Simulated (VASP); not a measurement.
# In2O3 (R-3c) in VASP: a series of runs, part 2 of 2

VASP 6.6.1. Earlier steps stand in the parts before.

### 4 Single point, PBE (14.04 Å³/atom)

This run uses another cell than the first one, of 14.04 Å³/atom.

INCAR reads:

```
PREC = Accurate
ENCUT = 520
EDIFF = 1E-7
ISMEAR = 0
SIGMA = 0.01
LREAL = False
LASPH = True
NELM = 60
ALGO = Normal
ISIF = 2
LWAVE = False
LCHARG = False
GGA = PE
NBANDS = 55
```

KPOINTS reads:

```
Automatic mesh
0
Gamma
  4 4 4
```

POSCAR reads:

```
In2O3
1.0
    2.8423205739      1.6410145484      5.0151196071
   -2.8423205739      1.6410145484      5.0151196071
    0.0000000000     -3.2820290969      5.0151196071
In O
4 6
Direct
    0.3572103735      0.3572103735      0.3572103735
    0.1427896265      0.1427896265      0.1427896265
    0.6427896265      0.6427896265      0.6427896265
    0.8572103735      0.8572103735      0.8572103735
    0.5465459606      0.9534540394      0.2500000000
    0.2500000000      0.5465459606      0.9534540394
    0.9534540394      0.2500000000      0.5465459606
    0.4534540394      0.0465459606      0.7500000000
    0.7500000000      0.4534540394      0.0465459606
    0.0465459606      0.7500000000      0.4534540394
```

Potentials or basis: VASP PAW PBE potentials, release 64 (In_d, O).

Launch:

```console
cat potpaw_PBE.64/In_d/POTCAR potpaw_PBE.64/O/POTCAR > POTCAR
mpirun -np 1 vasp_std > vasp.out
```

OUTCAR:

```text
PREC = Accurate
   ENCUT = 520
   EDIFF = 1E-7
   ISMEAR = 0
   LREAL = False
   LASPH = True
   NELM = 60
   ISIF = 2
   GGA = PE

 ion  position               nearest neighbor table
   1  0.357  0.357  0.357-   9 2.20   8 2.20  10 2.20   7 2.33   6 2.33   5 2.33   2 3.23   3 3.36
                             3 3.36   3 3.36   2 3.74   2 3.74   2 3.74
   2  0.143  0.143  0.143-  10 2.20   8 2.20   9 2.20   6 2.33   7 2.33   5 2.33   1 3.23   4 3.36
                             4 3.36   4 3.36   1 3.74   1 3.74   1 3.74
   3  0.643  0.643  0.643-   6 2.20   5 2.20   7 2.20  10 2.33   9 2.33   8 2.33   4 3.23   1 3.36
                             1 3.36   1 3.36   4 3.74   4 3.74   4 3.74
   4  0.857  0.857  0.857-   7 2.20   5 2.20   6 2.20   9 2.33  10 2.33   8 2.33   3 3.23   2 3.36
                             2 3.36   2 3.36   3 3.74   3 3.74   3 3.74
   5  0.547  0.953  0.250-   3 2.20   4 2.20   1 2.33   2 2.33
   6  0.250  0.547  0.953-   3 2.20   4 2.20   2 2.33   1 2.33
   7  0.953  0.250  0.547-   4 2.20   3 2.20   1 2.33   2 2.33
   8  0.453  0.047  0.750-   1 2.20   2 2.20   3 2.33   4 2.33
   9  0.750  0.453  0.047-   1 2.20   2 2.20   4 2.33   3 2.33
  10  0.047  0.750  0.453-   2 2.20   1 2.20   3 2.33   4 2.33

  LATTYP: Found a trigonal (rhomboedric) cell.
 ALAT       =     5.9935915498
 COS(alpha) =     0.5502182538

  Lattice vectors:

 A1 = (   2.8423205739,   1.6410145484,   5.0151196071)
 A2 = (  -2.8423205739,   1.6410145484,   5.0151196071)
 A3 = (   0.0000000000,  -3.2820290969,   5.0151196071)

Analysis of symmetry for initial positions (statically):
=====================================================================
 Subroutine PRICEL returns:
 Original cell was already a primitive cell.

 Routine SETGRP: Setting up the symmetry group for a
 trigonal (rhombohedral) supercell.

 Subroutine GETGRP returns: Found 12 space group operations
 (whereof  6 operations were pure point group operations)
 out of a pool of 12 trial point group operations.

The static configuration has the point symmetry S_6 .
 The point group associated with its full space group is D_3d.
[... 147 lines left out ...]
   LEPSILON=     F    determine dielectric tensor
   LRPA    =     F    only Hartree local field effects (RPA)
 non-spin polarized calculation
 Gauss-broadening in eV      SIGMA  =   0.01
  energy-cutoff  :      520.00
  volume of cell :      140.35
 maximum number of plane-waves:      3822
 NGX is ok and might be reduce to    48
   NGX = 23   NGY = 23   NGZ = 23

 number of electron      87.9999990 magnetization

 Free energy of the ion-electron system (eV)
  ---------------------------------------------------
  ext. energy  EPLUGINS =         0.00000000
  ---------------------------------------------------
  free energy    TOTEN  =       -55.29419984 eV

  energy without entropy =      -55.29419984  energy(sigma->0) =      -55.29419984

 E-fermi :   4.5115     XC(G=0): -10.6744

 val. band max:        4.4221292209   @ k =   0.2500   0.0000   0.0000
 cond. band min:       5.0082285117   @ k =   0.0000   0.0000   0.0000
 fundamental gap:      0.5860992907
 Fermi energy:         4.5115094417

 k-point     1 :       0.0000    0.0000    0.0000
  band No.  band energies     occupation
      1     -12.5866      2.00000
      2     -11.8869      2.00000
      3     -11.8869      2.00000
      4     -11.7153      2.00000
      5     -11.7153      2.00000
      6     -11.6413      2.00000
[... 743 lines left out ...]
     54      13.5230      0.00000
     55      15.4011      0.00000

------------------------ aborting loop because EDIFF is reached ----------------------------------------

  FORCE on cell =-STRESS in cart. coord.  units (eV):
  Direction    XX          YY          ZZ          XY          YZ          ZX
  --------------------------------------------------------------------------------------
  -------------------------------------------------------------------------------------
  Total       -6.9088899     -6.9088899     -6.0088655     -0.0000000      0.0000000      0.0000000
  in kB      -78.8679983    -78.8679983    -68.5938260     -0.0000000      0.0000000      0.0000000
  external PRESSURE =     -75.4432742 kB  Pullay stress =       0.0000000 kB

 VOLUME and BASIS-vectors are now :
 -----------------------------------------------------------------------------
  energy-cutoff  :      520.00
  volume of cell :      140.35
      direct lattice vectors                 reciprocal lattice vectors
     2.842320574  1.641014548  5.015119607     0.175912599  0.101563187  0.066465680
    -2.842320574  1.641014548  5.015119607    -0.175912599  0.101563187  0.066465680
     0.000000000 -3.282029097  5.015119607     0.000000000 -0.203126373  0.066465680

 POSITION                                       TOTAL-FORCE (eV/Angst)
 -----------------------------------------------------------------------------------
      0.00000     -0.00000      5.37436        -0.000000      0.000000     -0.101304
      0.00000     -0.00000      2.14832        -0.000000     -0.000000      0.101304
      0.00000     -0.00000      9.67100        -0.000000     -0.000000      0.101304
      0.00000     -0.00000     12.89704        -0.000000      0.000000     -0.101304
     -1.15656      1.64101      8.77646        -0.002957      0.000000     -0.000000
     -0.84288     -1.82212      8.77646         0.001478     -0.002561     -0.000000
      1.99944      0.18111      8.77646         0.001478      0.002561     -0.000000
      1.15656     -1.64101      6.26890         0.002957      0.000000     -0.000000
      0.84288      1.82212      6.26890        -0.001478      0.002561     -0.000000
     -1.99944     -0.18111      6.26890        -0.001478     -0.002561     -0.000000
 -----------------------------------------------------------------------------------
    total drift:                               -0.000000      0.000000      0.000000

  FREE ENERGIE OF THE ION-ELECTRON SYSTEM (eV)
  ---------------------------------------------------
  free  energy   TOTEN  =       -55.2941998372 eV

  energy  without entropy=      -55.2941998372  energy(sigma->0) =      -55.29419984
```

OSZICAR:

```text
N       E                     dE             d eps       ncg     rms          rms(c)
DAV:   1     0.124774042558E+04    0.12477E+04   -0.40992E+04  1461   0.223E+03
DAV:   2     0.195255872964E+03   -0.10525E+04   -0.10043E+04  1502   0.629E+02
DAV:   3    -0.452461927244E+02   -0.24050E+03   -0.23334E+03  1625   0.265E+02
DAV:   4    -0.647841181733E+02   -0.19538E+02   -0.19346E+02  1932   0.815E+01
DAV:   5    -0.652452205577E+02   -0.46110E+00   -0.46011E+00  1796   0.131E+01    0.213E+01
DAV:   6    -0.553873004884E+02    0.98579E+01   -0.40146E+01  2124   0.563E+01    0.175E+01
DAV:   7    -0.553609522621E+02    0.26348E-01   -0.34263E+00  1746   0.113E+01    0.420E+00
DAV:   8    -0.553114275853E+02    0.49525E-01   -0.31278E-01  2164   0.321E+00    0.287E+00
DAV:   9    -0.552959032881E+02    0.15524E-01   -0.70045E-02  2084   0.274E+00    0.528E-01
DAV:  10    -0.552934575115E+02    0.24458E-02   -0.22927E-02  2021   0.139E+00    0.107E-01
DAV:  11    -0.552940756497E+02   -0.61814E-03   -0.19441E-03  1780   0.283E-01    0.990E-02
DAV:  12    -0.552942016589E+02   -0.12601E-03   -0.16027E-04  1862   0.798E-02    0.265E-02
DAV:  13    -0.552941985938E+02    0.30650E-05   -0.19356E-05  2460   0.289E-02    0.247E-02
DAV:  14    -0.552941997521E+02   -0.11582E-05   -0.36439E-06  1813   0.112E-02    0.669E-03
DAV:  15    -0.552941998589E+02   -0.10683E-06   -0.56831E-07  1412   0.469E-03    0.227E-03
DAV:  16    -0.552941998372E+02    0.21682E-07   -0.44700E-08   953   0.146E-03
   1 F= -.55294200E+02 E0= -.55294200E+02  d E =-.106752E-37
```

stdout:

```text
POSCAR found type information on POSCAR InO
 POSCAR found :  2 types and      10 ions
 scaLAPACK will be used
 LDA part: xc-table for (Slater+PW92), standard interpolation
 POSCAR, INCAR and KPOINTS ok, starting setup
 FFT: planning ... GRIDC
 FFT: planning ... GRID_SOFT
 FFT: planning ... GRID
 WAVECAR not read
 entering main loop
```

Run time: 3.2 min. Hardware: 1 thread of Intel Xeon Platinum 8259CL at 2.50GHz (Skylake/Cascade Lake), shared host; peak memory 0.34 GiB.

What came out:

```
Free energy            : -55.2942 eV
Pressure               : -7.5 GPa
Largest force          : 0.101 eV/Å
Band gap on the k mesh : 0.59 eV (least direct gap 0.70 eV)
```

Forces on the atoms (eV/Å):
```
In   0.000  0.000 -0.101
In   0.000  0.000  0.101
In   0.000  0.000  0.101
In   0.000  0.000 -0.101
O   -0.003  0.000  0.000
O    0.001 -0.003  0.000
O    0.001  0.003  0.000
O    0.003  0.000  0.000
O   -0.001  0.003  0.000
O   -0.001 -0.003  0.000
```

Levels at points of the mesh, in eV from the valence-band top:
```tsv
k point	band 42	band 43	band 44	band 45	band 46	band 47
(0.00, 0.00, 0.00)	-0.21	-0.11	-0.11	0.59	5.02	5.34
(0.50, 0.00, 0.00)	-0.68	-0.06	-0.06	4.21	4.21	5.10
(0.50, 0.50, 0.00)	-0.36	-0.11	-0.05	4.34	4.76	5.54
(0.50, 0.50, 0.50)	-0.18	-0.18	-0.18	3.72	3.72	6.16
```

Caveat: the cell stands under tension; spin-orbit coupling is left out, which moves the levels of the heavy elements. A k mesh can miss the band edges.

### 5 Single point, PBE

This run uses another cell than the first one, of 12.75 Å³/atom.

INCAR reads:

```
  PREC = Accurate
  ENCUT = 520
  EDIFF = 1E-7
  ISMEAR = 0
  SIGMA = 0.01
  LREAL = F
  LASPH = T
  NELM = 80
  ALGO = Normal
  ISIF = 2
  LWAVE = F
  LCHARG = F
  GGA = PE
  NBANDS = 55
```

KPOINTS reads:

```
Automatic mesh
0
Gamma
  6 6 6
```

POSCAR reads:

```
In2O3
1.0
    2.7539034403      1.5899668926      4.8534666936
   -2.7539034403      1.5899668926      4.8534666936
    0.0000000000     -3.1799337851      4.8534666936
In O
4 6
Direct
    0.3570817718      0.3570817718      0.3570817718
    0.1429182282      0.1429182282      0.1429182282
    0.6429182282      0.6429182282      0.6429182282
    0.8570817718      0.8570817718      0.8570817718
    0.5465927009      0.9534072991      0.2500000000
    0.2500000000      0.5465927009      0.9534072991
    0.9534072991      0.2500000000      0.5465927009
    0.4534072991      0.0465927009      0.7500000000
    0.7500000000      0.4534072991      0.0465927009
    0.0465927009      0.7500000000      0.4534072991
```

Launch:

```console
cat potpaw_PBE.64/In_d/POTCAR potpaw_PBE.64/O/POTCAR > POTCAR
mpirun -np 1 vasp_std > vasp.out
```

Wall time 7.3 min (1 thread of Intel Xeon Platinum 8259CL at 2.50GHz (Skylake/Cascade Lake), shared host); peak memory 0.39 GiB.

The run converged. Its results:

- Free energy: -55.3612 eV
- Pressure: 6.9 GPa
- Largest force: 0.091 eV/Å
- Band gap on the k mesh: 1.22 eV (least direct gap 1.26 eV)

Forces in eV/Å, atoms in the order of the input:
```
In   0.000  0.000  0.091
In   0.000  0.000 -0.091
In   0.000  0.000 -0.091
In   0.000  0.000  0.091
O   -0.008  0.000  0.000
O    0.004 -0.007  0.000
O    0.004  0.007  0.000
O    0.008  0.000  0.000
O   -0.004  0.007  0.000
O   -0.004 -0.007  0.000
```

Stress tensor (GPa, compression positive):
```
7.12 0.00 0.00
0.00 7.12 0.00
0.00 0.00 6.33
```

Levels at points of the mesh, in eV from the valence-band top:
| k point | band 41 | band 42 | band 43 | band 44 | band 45 | band 46 | band 47 | band 48 |
| --- | --- | --- | --- | --- | --- | --- | --- | --- |
| (0.00, 0.00, 0.00) | -0.26 | -0.26 | -0.05 | -0.05 | 1.22 | 5.51 | 6.19 | 7.24 |
| (0.50, 0.00, 0.00) | -0.73 | -0.73 | -0.06 | -0.06 | 4.90 | 4.90 | 5.84 | 5.84 |
| (0.50, 0.50, 0.00) | -0.54 | -0.33 | -0.08 | -0.04 | 5.12 | 5.47 | 6.40 | 6.50 |
| (0.50, 0.50, 0.50) | -0.19 | -0.19 | -0.19 | -0.19 | 4.35 | 4.35 | 7.10 | 7.10 |

Caveat: the cell stands under pressure; spin-orbit coupling is left out, which moves the levels of the heavy elements. A k mesh can miss the band edges.

### 6 The runs side by side

```csv
cell,k mesh,gap on the mesh (eV),pressure (GPa),largest force (eV/Å)
"a = 5.878 Å, angles 56.6°, 10 atoms",4 × 4 × 4,0.97,0.4,0.01
"a = 5.937 Å, angles 56.6°, 10 atoms",4 × 4 × 4,0.77,-3.9,0.06
"a = 5.994 Å, angles 56.6°, 10 atoms",4 × 4 × 4,0.59,-7.5,0.10
"a = 5.802 Å, angles 56.7°, 10 atoms",6 × 6 × 6,1.22,6.9,0.09
```

Alike in all rows: task single point; level PBE; potentials or basis VASP PAW PBE potentials, release 64 (In_d, O); no spin polarisation; cutoff (eV) 520; smearing gaussian 0.01 eV.

Caveats: spin-orbit coupling is left out, which moves the levels of the heavy elements; the cell stands under tension (at least some runs); the cell stands under pressure (at least some runs).

Total energies depend on the potentials used, so only differences within one code and one set of settings carry meaning.
